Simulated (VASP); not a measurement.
# Sr4Ti4O11 (a cell with a defect) in VASP: further runs, part 2 of 2

VASP 6.6.1. Earlier steps stand in the parts before.

## 3. Single point, PBEsol (atoms taken out, then relaxed in part)

Input file INCAR:

```
SYSTEM = Sr4Ti4O11
  PREC = Accurate
  ENCUT = 520
  EDIFF = 1E-6
  ISMEAR = 0
  SIGMA = 0.02
  LREAL = Auto
  LASPH = .TRUE.
  NELM = 100
  ALGO = Normal
  ISIF = 2
  LWAVE = .FALSE.
  LCHARG = .FALSE.
  GGA = PS
  NELECT = 152.0
  NBANDS = 92
```

Input file KPOINTS:

```
Automatic mesh
0
G
  3 3 3
  0 0 0
```

Input file POSCAR:

```
Sr4Ti4O11
1.0
   -3.8911252269      3.8911252269      3.8911252269
    3.8911252269     -3.8911252269      3.8911252269
    3.8911252269      3.8911252269     -3.8911252269
Sr Ti O
4 4 11
Direct
    0.0013535996      0.0027071991      0.0013535996
    0.4986464004      0.5000000000      0.0013535996
    0.4986464004     -0.0027071991      0.4986464004
    0.0013535996      0.5000000000      0.4986464004
    0.4845789062      0.5000000000      0.4845789062
    0.0000000000      0.0000000000      0.5000000000
    0.0154210938      0.5000000000      0.0154210938
    0.5000000000      0.0000000000      0.0000000000
    0.2750967540      0.2560344364      0.5190623176
    0.2500000000      0.0000000000      0.7500000000
    0.2500000000      0.5000000000      0.2500000000
    0.7500000000      0.0000000000      0.2500000000
    0.7630278811      0.7439655636      0.5190623176
    0.7369721189      0.2560344364     -0.0190623176
    0.2249032460      0.7439655636     -0.0190623176
    0.5190623176      0.2560344364      0.2750967540
   -0.0190623176      0.7439655636      0.2249032460
   -0.0190623176      0.2560344364      0.7369721189
    0.5190623176      0.7439655636      0.7630278811
```

Potentials or basis: VASP PAW PBE potentials, release 64 (Sr_sv, Ti_sv, O).

Launch:

```bash
> cat potpaw_PBE.64/Sr_sv/POTCAR potpaw_PBE.64/Ti_sv/POTCAR potpaw_PBE.64/O/POTCAR > POTCAR
> mpirun -np 1 vasp_std > vasp.out
```

OUTCAR:

```text
SYSTEM = Sr4Ti4O11
   PREC = Accurate
   ENCUT = 520
   EDIFF = 1E-6
   ISMEAR = 0
   LREAL = Auto
   LASPH = .TRUE.
   NELM = 100
   ISIF = 2
   GGA = PS
   NELECT = 152.0

 ion  position               nearest neighbor table
   1  0.001  0.003  0.001-  15 2.66  17 2.66  13 2.66  19 2.66  11 2.74  10 2.75  12 2.75   9 2.85
                            16 2.85  18 2.85  14 2.85   5 3.29   7 3.29   8 3.37   6 3.37   6 3.37
   2  0.499  0.500  0.001-   9 2.66  17 2.66  14 2.66  19 2.66  11 2.74  10 2.75  12 2.75  13 2.85
                            18 2.85  15 2.85  16 2.85   5 3.29   7 3.29   8 3.37   6 3.37   6 3.37
   3  0.499  0.997  0.499-   9 2.66  16 2.66  14 2.66  18 2.66  11 2.74  12 2.75  10 2.75  15 2.85
                            17 2.85  13 2.85  19 2.85   7 3.29   5 3.29   8 3.37   6 3.37   8 3.37
   4  0.001  0.500  0.499-  15 2.66  16 2.66  13 2.66  18 2.66  11 2.74  10 2.75  12 2.75  14 2.85
                            19 2.85  17 2.85   9 2.85   5 3.29   7 3.29   6 3.37   6 3.37   8 3.37
   5  0.485  0.500  0.485-  11 1.83  13 1.92  19 1.92  16 1.92   9 1.92   4 3.29   2 3.29   1 3.29
                             3 3.29   3 3.45   1 3.45   4 3.45   2 3.45
   6  0.000  0.000  0.500-  10 1.95  12 1.95  17 2.00   9 2.00  18 2.00  13 2.00   1 3.37   3 3.37
                             2 3.37   4 3.37   4 3.37   2 3.37   3 3.37   1 3.37
   7  0.015  0.500  0.015-  11 1.83  14 1.92  18 1.92  17 1.92  15 1.92   4 3.29   2 3.29   3 3.29
                             1 3.29   1 3.45   3 3.45   2 3.45   4 3.45
   8  0.500  0.000  0.000-  10 1.95  12 1.95  16 2.00  15 2.00  19 2.00  14 2.00   1 3.37   3 3.37
                             2 3.37   4 3.37   2 3.37   4 3.37   1 3.37   3 3.37
   9  0.275  0.256  0.519-   5 1.92   6 2.00   3 2.66   2 2.66   1 2.85   4 2.85
  10  0.250  0.000  0.750-   6 1.95   8 1.95   1 2.75   3 2.75   2 2.75   4 2.75
  11  0.250  0.500  0.250-   5 1.83   7 1.83   2 2.74   4 2.74   3 2.74   1 2.74
  12  0.750  0.000  0.250-   6 1.95   8 1.95   1 2.75   3 2.75   4 2.75   2 2.75
  13  0.763  0.744  0.519-   5 1.92   6 2.00   1 2.66   4 2.66   2 2.85   3 2.85
  14  0.737  0.256  0.981-   7 1.92   8 2.00   3 2.66   2 2.66   4 2.85   1 2.85
  15  0.225  0.744  0.981-   7 1.92   8 2.00   1 2.66   4 2.66   3 2.85   2 2.85
  16  0.519  0.256  0.275-   5 1.92   8 2.00   3 2.66   4 2.66   1 2.85   2 2.85
  17  0.981  0.744  0.225-   7 1.92   6 2.00   1 2.66   2 2.66   3 2.85   4 2.85
  18  0.981  0.256  0.737-   7 1.92   6 2.00   3 2.66   4 2.66   2 2.85   1 2.85
  19  0.519  0.744  0.763-   5 1.92   8 2.00   1 2.66   2 2.66   4 2.85   3 2.85

  LATTYP: Found a body centered cubic cell.
 ALAT       =     7.7822504538

  Lattice vectors:
[... 185 lines left out ...]
   NGX = 25   NGY = 25   NGZ = 25

 number of electron     151.9999997 magnetization

 Free energy of the ion-electron system (eV)
  ---------------------------------------------------
  ext. energy  EPLUGINS =         0.00000000
  ---------------------------------------------------
  free energy    TOTEN  =      -169.59115705 eV

  energy without entropy =     -169.59115705  energy(sigma->0) =     -169.59115705

 E-fermi :   4.0450     XC(G=0): -11.2448

 val. band max:        3.9310506080   @ k =   0.3333  -0.3333   0.3333
 cond. band min:       5.7329053428   @ k =   0.0000   0.0000   0.0000
 fundamental gap:      1.8018547347
 Fermi energy:         4.0450372379

 k-point     1 :       0.0000    0.0000    0.0000
  band No.  band energies     occupation
      1     -52.4262      2.00000
      2     -52.4245      2.00000
      3     -52.3817      2.00000
      4     -52.3792      2.00000
      5     -29.0556      2.00000
      6     -28.9588      2.00000
[... 535 lines left out ...]
     87       8.0819      0.00000
     88       8.0819      0.00000
 [bands above 88 left out]

------------------------ aborting loop because EDIFF is reached ----------------------------------------

  FORCE on cell =-STRESS in cart. coord.  units (eV):
  Direction    XX          YY          ZZ          XY          YZ          ZX
  --------------------------------------------------------------------------------------
  -------------------------------------------------------------------------------------
  Total      -17.9857777    -17.3494334    -17.9857777      0.0000000     -0.0000000      0.0000000
  in kB     -122.2796506   -117.9533458   -122.2796506      0.0000000     -0.0000000      0.0000000
  external PRESSURE =    -120.8375490 kB  Pullay stress =       0.0000000 kB

 VOLUME and BASIS-vectors are now :
 -----------------------------------------------------------------------------
  energy-cutoff  :      520.00
  volume of cell :      235.66
      direct lattice vectors                 reciprocal lattice vectors
    -3.891125227  3.891125227  3.891125227     0.000000000  0.128497535  0.128497535
     3.891125227 -3.891125227  3.891125227     0.128497535  0.000000000  0.128497535
     3.891125227  3.891125227 -3.891125227     0.128497535  0.128497535  0.000000000

 POSITION                                       TOTAL-FORCE (eV/Angst)
 -----------------------------------------------------------------------------------
      0.01053      0.00000      0.01053        -0.001150     -0.000000     -0.001150
      0.01053      0.00000      3.88059        -0.001150     -0.000000      0.001150
      3.88059     -0.00000      3.88059         0.001150     -0.000000      0.001150
      3.88059      0.00000      0.01053         0.001150     -0.000000     -0.001150
      1.94556      1.82555      1.94556         0.000000      0.069032     -0.000000
      1.94556      1.94556     -1.94556         0.000000     -0.000000     -0.000000
[... 11 lines left out ...]
      0.04696      5.68834      1.94556        -0.009758     -0.000991     -0.000000
      3.84416      2.09391      1.94556         0.009758      0.000991     -0.000000
 -----------------------------------------------------------------------------------
    total drift:                               -0.000004      0.000007     -0.000004

  FREE ENERGIE OF THE ION-ELECTRON SYSTEM (eV)
  ---------------------------------------------------
  free  energy   TOTEN  =      -169.5911570538 eV

  energy  without entropy=     -169.5911570538  energy(sigma->0) =     -169.59115705
```

It took 5.6 min on 1 thread of Intel Xeon Platinum 8259CL at 2.50GHz (Skylake/Cascade Lake), shared host; peak memory 0.4 GiB.

What came out:

| Property | Result |
| --- | --- |
| Free energy | -169.5912 eV |
| Largest force | 0.069 eV/Å |

Forces on the atoms (eV/Å):
```
Sr  -0.001  0.000 -0.001
Sr  -0.001  0.000  0.001
Sr   0.001  0.000  0.001
Sr   0.001  0.000 -0.001
Ti   0.000  0.069  0.000
Ti   0.000  0.000  0.000
Ti   0.000 -0.069  0.000
Ti   0.000  0.000  0.000
O    0.000  0.001 -0.010
O    0.000  0.000  0.000
O    0.000  0.000  0.000
O    0.000  0.000  0.000
O    0.000  0.001  0.010
O    0.000 -0.001 -0.010
O    0.000 -0.001  0.010
O   -0.010  0.001  0.000
O    0.010 -0.001  0.000
O   -0.010 -0.001  0.000
O    0.010  0.001  0.000
```

Levels at points of the mesh, in eV from the Fermi level:
```tsv
k point	band 73	band 74	band 75	band 76	band 77	band 78	band 79	band 80
(0.00, 0.00, 0.00)	-1.01	-0.40	-0.40	-0.17	1.69	1.92	1.92	2.20
```

Caveat: the cell carries a net charge on a neutralising background, which shifts energy and pressure; the cell differs from its parent crystal (atoms taken out, then relaxed in part); the cell is charged against a uniform background, so pressure and absolute levels hang on convention; the PAW data sets were made with another functional, which shifts forces and pressure a little.
